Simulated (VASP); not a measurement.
**MgB2: electric field gradients with PBE**

Crystal: MgB2.

```
Mg B
1.0
     3.08500    0.00000    0.00000
    -1.54250    2.67169    0.00000
     0.00000    0.00000    3.52300
Mg B
1 2
Direct
  0.00000 0.00000 0.00000
  0.33333 0.66667 0.50000
  0.66667 0.33333 0.50000
```

```json
{
 "Program": "VASP 6.6.1",
 "Task": "electric field gradients",
 "Functional": "PBE",
 "Potentials or basis": "VASP PAW PBE potentials, release 64 (Mg, B)",
 "Cutoff": "520 eV",
 "k mesh": "14 × 14 × 12",
 "Occupations": "gaussian, width 0.05 eV",
 "Spin": "no spin polarisation",
 "Dipole correction": "no",
 "Further INCAR settings": "ALGO = Normal; EDIFF = 1e-08; NBANDS = 11"
}
```

```yaml
Pressure: -1.3 GPa
Band_gap_on_the_k_mesh: zero (bands 4 and 5 overlap by 3.01 eV)
Largest_electric_field_gradient_by_atom: Mg -0.3; B +19.8 V/Å²
```

Stress tensor (GPa, compression positive):
```
-1.52  0.00  0.00
 0.00 -1.52  0.00
 0.00  0.00 -0.78
```

Levels at points of the mesh, in eV from the Fermi level:
| k point | band 2 | band 3 | band 4 | band 5 | band 6 | band 7 |
| --- | --- | --- | --- | --- | --- | --- |
| (0.00, 0.00, 0.00) | -2.94 | 0.36 | 0.36 | 1.65 | 6.30 | 6.30 |
| (0.50, 0.00, 0.00) | -7.82 | -2.17 | 0.21 | 3.07 | 3.87 | 5.32 |
| (0.00, 0.00, 0.50) | -7.42 | 0.74 | 0.74 | 6.63 | 6.63 | 7.94 |
| (0.50, 0.00, 0.50) | -6.92 | -3.56 | -1.88 | -1.30 | 5.69 | 8.75 |

Electric field gradients, principal values (V/Å²):
| atom | least | middle | greatest (by size) |
| --- | --- | --- | --- |
| 1 Mg | 0.128 | 0.128 | -0.255 |
| 2 B | -9.876 | -9.876 | 19.752 |
| 3 B | -9.876 | -9.876 | 19.752 |

Wall time 16 s on 1 thread of Intel(R) Xeon(R) 6975P-C (Granite Rapids), on a shared host, peak memory 0.18 GiB.

Caveat: without QUAD_EFG the Cq values of the log hold for a quadrupole moment of 1 mb, not for the nuclei.
